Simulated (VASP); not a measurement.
Crystal: MgO.

```
Mg O
1.0
     2.65982    0.00000    0.00000
     0.00000    2.65982    0.00000
     0.00000    0.00000    2.65982
Mg O
1 1
Direct
  0.00000 0.00000 0.00000
  0.50000 0.50000 0.50000
```

- Program: VASP 6.6.1
- Task: relaxation of cell and atoms
- Functional: LDA
- Potentials or basis: VASP PAW LDA potentials, release 64 (Mg, O)
- Cutoff: 600 eV
- k mesh: 8 × 8 × 8
- Occupations: fermi-dirac, width 0.02 eV
- Spin: no spin polarisation

At the start: pressure -12.2 GPa; volume 9.41 Å³/atom.

Q: Where does the relaxation end?

A: Over 3 steps the energy falls by 33.0 meV/atom and the volume is 8.61 Å³/atom (-8.5 %); space group Pm-3m (No. 221, to 0.1 Å) before and after.

The path:
| step | energy change (eV) | largest force (eV/Å) | pressure (GPa) | volume (Å³) |
| --- | --- | --- | --- | --- |
| 1 | 0.0000 | 0.0000 | -12.21 | 18.82 |
| 2 | -0.0634 | 0.0000 | 2.91 | 16.93 |
| 3 | -0.0660 | 0.0000 | 0.04 | 17.21 |

Final structure:
```xyz
2
Lattice="2.5821 0.0000 0.0000 0.0000 2.5821 0.0000 0.0000 0.0000 2.5821" Properties=species:S:1:pos:R:3 pbc="T T T"
Mg    0.0000    0.0000    0.0000
O     1.2910    1.2910    1.2910
```
